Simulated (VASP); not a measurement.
# CuO (P1) in VASP: a series of runs, part 2 of 2

VASP 6.6.1. The steps go on from the part before.

## 3. Single point, LDA+U

Input file INCAR:

```
PREC = Accurate ; ENCUT = 700
EDIFF = 1E-6 ; ISMEAR = -1
SIGMA = 0.05 ; LREAL = F
LASPH = T ; NELM = 200
ALGO = Normal ; ISIF = 2
LWAVE = F ; LCHARG = F
LMAXMIX = 4 ; LDAU = T
LDAUTYPE = 2 ; LDAUL = 2 -1
LDAUU = 5.3 0 ; LDAUJ = 0 0
LDAUPRINT = 1 ; NBANDS = 20
GGA_COMPAT = F
```

Input file KPOINTS:

```
Automatic mesh
0
Gamma
  11 11 11
```

Input file POSCAR:

```
CuO
1.0
    0.0000000000      2.1165600000      2.1165600000
    2.1165600000      0.0000000000      2.1165600000
    2.1165600000      2.1165600000      0.0000000000
Cu O
1 1
Direct
    0.0294977200      0.0281008700      0.9080259900
    0.4705022800      0.4718991300      0.5919740100
```

Potentials or basis: VASP PAW LDA potentials, release 64 (Cu_sv_GW, O).

The run is started by

```console
cat potpaw_LDA.64/Cu_sv_GW/POTCAR potpaw_LDA.64/O/POTCAR > POTCAR
mpirun -np 1 vasp_std > vasp.out
```

Wall time 4.6 min (1 thread of Intel Xeon 6975P-C (Granite Rapids), shared host); peak memory 0.54 GiB.

It converged, with:

```yaml
Free_energy: -8.7747 eV
Pressure: -2.6 GPa
Largest_force: 0.753 eV/Å
Band_gap_on_the_k_mesh: zero (an odd number of electrons rules out a gap without spin polarisation)
```

Forces on the atoms (eV/Å):
```
Cu   0.504  0.458 -0.320
O   -0.504 -0.458  0.320
```

Stress tensor (GPa, compression positive):
```
-1.39 -2.72  2.21
-2.72 -2.09  2.08
 2.21  2.08 -4.35
```

Levels at points of the mesh, in eV from the Fermi level:
```tsv
k point	band 10	band 11	band 12	band 13	band 14	band 15	band 16	band 17
(0.00, 0.00, 0.00)	-3.15	-0.50	-0.17	-0.13	2.06	17.34	18.33	18.43
```

Eigenvalues of the final occupation matrices:
| site | spin | trace | eigenvalues |
| --- | --- | --- | --- |
| site 1 d | 1 | 4.52 | 0.85 0.85 0.94 0.94 0.94 |
| site 1 d | 2 | 4.52 | 0.85 0.85 0.94 0.94 0.94 |

Caveat: an odd number of electrons without spin polarisation forces a metal; a magnetic or distorted state may lie lower; U without spin polarisation on a metal has little footing.

## 4. Single point, PBE

Input file INCAR:

```
ALGO = Normal ; EDIFF = 1E-6
ENCUT = 520 ; GGA = PE
ISIF = 2 ; ISMEAR = -1
LASPH = True ; LCHARG = False
LREAL = False ; LWAVE = False
NBANDS = 16 ; NELM = 100
PREC = Accurate ; SIGMA = 0.05
```

Input file KPOINTS:

```
k-points
0
Gamma
  4 4 4
```

POSCAR is that of step 3.

Potentials or basis: VASP PAW PBE potentials, release 64 (Cu, O).

The run is started by

```console
cat potpaw_PBE.64/Cu/POTCAR potpaw_PBE.64/O/POTCAR > POTCAR
mpirun -np 1 vasp_std > vasp.out
```

Run time: 5.5 s. Hardware: 1 thread of Intel Xeon 6975P-C (Granite Rapids), shared host; peak memory 0.14 GiB.

Results (log left out):

```
Free energy            : -9.1381 eV
Pressure               : 19.2 GPa
Largest force          : 1.008 eV/Å
Band gap on the k mesh : zero (an odd number of electrons rules out a gap without spin polarisation)
```

Forces in eV/Å, atoms in the order of the input:
```
Cu   0.667  0.613 -0.443
O   -0.667 -0.613  0.443
```

Stress tensor (GPa, compression positive):
```
20.80 -3.47  2.85
-3.47 19.87  2.68
 2.85  2.68 16.99
```

Levels at points of the mesh, in eV from the Fermi level:
| k point | band 5 | band 6 | band 7 | band 8 | band 9 | band 10 | band 11 | band 12 | band 13 | band 14 |
| --- | --- | --- | --- | --- | --- | --- | --- | --- | --- | --- |
| (0.00, 0.00, 0.00) | -2.47 | -2.43 | -0.53 | -0.21 | -0.17 | 1.50 | 16.94 | 18.15 | 18.27 | 18.91 |
| (0.50, 0.00, 0.00) | -2.09 | -2.06 | -1.51 | -0.34 | 0.45 | 6.52 | 9.23 | 14.74 | 15.26 | 19.82 |
| (0.00, 0.50, 0.00) | -2.09 | -2.07 | -1.50 | -0.35 | 0.43 | 6.52 | 9.23 | 14.74 | 15.28 | 19.81 |
| (0.00, 0.00, 0.50) | -1.91 | -1.89 | -1.26 | 1.07 | 1.09 | 6.17 | 9.06 | 13.91 | 13.97 | 20.69 |
| (0.50, 0.50, 0.50) | -2.08 | -2.05 | -1.51 | -0.31 | 0.50 | 6.51 | 9.23 | 14.75 | 15.18 | 19.86 |
| (0.50, 0.50, 0.00) | -1.86 | -1.78 | -1.69 | -1.26 | -1.16 | 5.36 | 11.04 | 11.25 | 16.54 | 18.13 |
| (0.00, 0.50, 0.50) | -1.93 | -1.79 | -1.71 | -1.30 | -1.23 | 5.34 | 11.13 | 11.30 | 16.52 | 18.00 |
| (0.50, 0.00, 0.50) | -1.91 | -1.79 | -1.71 | -1.30 | -1.21 | 5.35 | 11.11 | 11.29 | 16.53 | 18.03 |

Caveat: the k points lie up to 0.64 Å⁻¹ apart, too coarse for converged energies and pressures of a metal; an odd number of electrons without spin polarisation forces a metal; a magnetic or distorted state may lie lower; semilocal functionals often make such compounds metallic where correlation or magnetic order opens a gap, which also shifts bond lengths. With open d or f shells a metallic result of PBE can be an artefact of self-interaction; +U or a hybrid may open a gap.

## 5. Single point, RPBE

This run uses another cell than the first one, of 8.91 Å³/atom.

Input file INCAR:

```
SYSTEM = CuO
PREC = Accurate
ENCUT = 520
EDIFF = 1E-6
ISMEAR = -1
SIGMA = 0.05
LREAL = .FALSE.
LASPH = .TRUE.
NELM = 100
ALGO = Normal
ISIF = 2
LWAVE = .FALSE.
LCHARG = .TRUE.
GGA = RP
LELF = .TRUE.
LVHAR = .TRUE.
NBANDS = 16
```

Input file KPOINTS:

```
Automatic mesh
0
G
  11 11 11
  0 0 0
```

Input file POSCAR:

```
CuO
1.0
    0.0000000000      2.0733527743      2.0733527743
    2.0733527743      0.0000000000      2.0733527743
    2.0733527743      2.0733527743      0.0000000000
Cu O
1 1
Direct
    0.0294977200      0.0281008700      0.9080259900
    0.4705022800      0.4718991300      0.5919740100
```

The run is started by

```console
cat potpaw_PBE.64/Cu/POTCAR potpaw_PBE.64/O/POTCAR > POTCAR
mpirun -np 1 vasp_std > vasp.out
```

Wall time 70 s (1 thread of Intel Xeon 6975P-C (Granite Rapids), shared host); peak memory 0.31 GiB.

Results (log left out):

```yaml
Free_energy: -7.9526 eV
Pressure: 42.4 GPa
Largest_force: 1.638 eV/Å
Band_gap_on_the_k_mesh: zero (an odd number of electrons rules out a gap without spin polarisation)
```

Forces on the atoms (eV/Å):
```
Cu   1.066  0.989 -0.752
O   -1.066 -0.989  0.752
```

Stress tensor (GPa, compression positive):
```
44.37 -7.59  6.50
-7.59 43.21  6.21
 6.50  6.21 39.50
```

Levels at points of the mesh, in eV from the Fermi level:
| k point | band 7 | band 8 | band 9 | band 10 | band 11 | band 12 |
| --- | --- | --- | --- | --- | --- | --- |
| (0.00, 0.00, 0.00) | -0.60 | -0.26 | -0.23 | 1.78 | 17.23 | 18.63 |

Caveat: the cell stands under pressure; the PAW data sets were made with another functional, which shifts forces and pressure a little; an odd number of electrons without spin polarisation forces a metal; a magnetic or distorted state may lie lower; semilocal functionals often make such compounds metallic where correlation or magnetic order opens a gap, which also shifts bond lengths.

## 6. Single point, RPBE

This run uses another cell than the first one, of 9.10 Å³/atom.

Input file INCAR:

```
SYSTEM = CuO
PREC = Accurate
ENCUT = 520
EDIFF = 1E-6
ISMEAR = -1
SIGMA = 0.05
LREAL = .FALSE.
LASPH = .TRUE.
NELM = 80
ALGO = Normal
ISIF = 2
LWAVE = .FALSE.
LCHARG = .FALSE.
GGA = RP
NBANDS = 16
```

KPOINTS is that of step 5.

Input file POSCAR:

```
CuO
1.0
    0.0000000000      2.0879543312      2.0879543312
    2.0879543312      0.0000000000      2.0879543312
    2.0879543312      2.0879543312      0.0000000000
Cu O
1 1
Direct
    0.0294977200      0.0281008700      0.9080259900
    0.4705022800      0.4718991300      0.5919740100
```

Potentials or basis: VASP PAW PBE potentials, release 64 (Cu, O).

The run is started by

```console
cat potpaw_PBE.64/Cu/POTCAR potpaw_PBE.64/O/POTCAR > POTCAR
mpirun -np 1 vasp_std > vasp.out
```

Run time: 66 s. Hardware: 1 thread of Intel Xeon 6975P-C (Granite Rapids), shared host; peak memory 0.31 GiB.

The run converged. Its results:

```
Free energy            : -8.0459 eV
Pressure               : 36.0 GPa
Largest force          : 1.455 eV/Å
Band gap on the k mesh : zero (an odd number of electrons rules out a gap without spin polarisation)
```

Forces in eV/Å, atoms in the order of the input:
```
Cu   0.951  0.880 -0.662
O   -0.951 -0.880  0.662
```

Stress tensor (GPa, compression positive):
```
37.87 -6.65  5.67
-6.65 36.81  5.41
 5.67  5.41 33.40
```

Levels at points of the mesh, in eV from the Fermi level:
| k point | band 6 | band 7 | band 8 | band 9 | band 10 | band 11 | band 12 | band 13 |
| --- | --- | --- | --- | --- | --- | --- | --- | --- |
| (0.00, 0.00, 0.00) | -2.61 | -0.58 | -0.25 | -0.21 | 1.69 | 17.15 | 18.48 | 18.59 |

Caveat: the cell stands under pressure; the PAW data sets were made with another functional, which shifts forces and pressure a little; an odd number of electrons without spin polarisation forces a metal; a magnetic or distorted state may lie lower; semilocal functionals often make such compounds metallic where correlation or magnetic order opens a gap, which also shifts bond lengths. With open d or f shells a metallic result of RPBE can be an artefact of self-interaction; +U or a hybrid may open a gap.

## 7. The runs side by side

| level | potentials or basis | U | cell | k mesh | cutoff (eV) | gap on the mesh (eV) | pressure (GPa) | largest force (eV/Å) |
| --- | --- | --- | --- | --- | --- | --- | --- | --- |
| r2SCAN+U | VASP PAW PBE potentials, release 64 (Cu, O) | Cu d U = 4.5 eV | a = 2.993 Å, angles 60.0°, 2 atoms | 11 × 11 × 11 | 520 | none | 7.0 | 0.89 |
| LDA+U | VASP PAW LDA potentials, release 64 (Cu_sv_GW, O) | Cu d U = 5.3 eV | a = 2.993 Å, angles 60.0°, 2 atoms | 11 × 11 × 11 | 700 | none | -2.6 | 0.75 |
| PBE | VASP PAW PBE potentials, release 64 (Cu, O) | - | a = 2.993 Å, angles 60.0°, 2 atoms | 4 × 4 × 4 | 520 | none | 19.2 | 1.01 |
| RPBE | VASP PAW PBE potentials, release 64 (Cu, O) | - | a = 2.932 Å, angles 60.0°, 2 atoms | 11 × 11 × 11 | 520 | none | 42.4 | 1.64 |
| RPBE | VASP PAW PBE potentials, release 64 (Cu, O) | - | a = 2.953 Å, angles 60.0°, 2 atoms | 11 × 11 × 11 | 520 | none | 36.0 | 1.45 |

Alike in all rows: task single point; no spin polarisation; smearing fermi-dirac 0.05 eV.

Caveats: some runs use coarse meshes; an odd number of electrons without spin polarisation forces a metal; a magnetic or distorted state may lie lower; the cell stands under pressure (at least some runs); the PAW data sets were made with another functional, which shifts forces and pressure a little (at least some runs); semilocal functionals often make such compounds metallic where correlation or magnetic order opens a gap, which also shifts bond lengths (at least some runs); U without spin polarisation on a metal has little footing (at least some runs).

Total energies depend on the potentials used, so only differences within one code and one set of settings carry meaning.
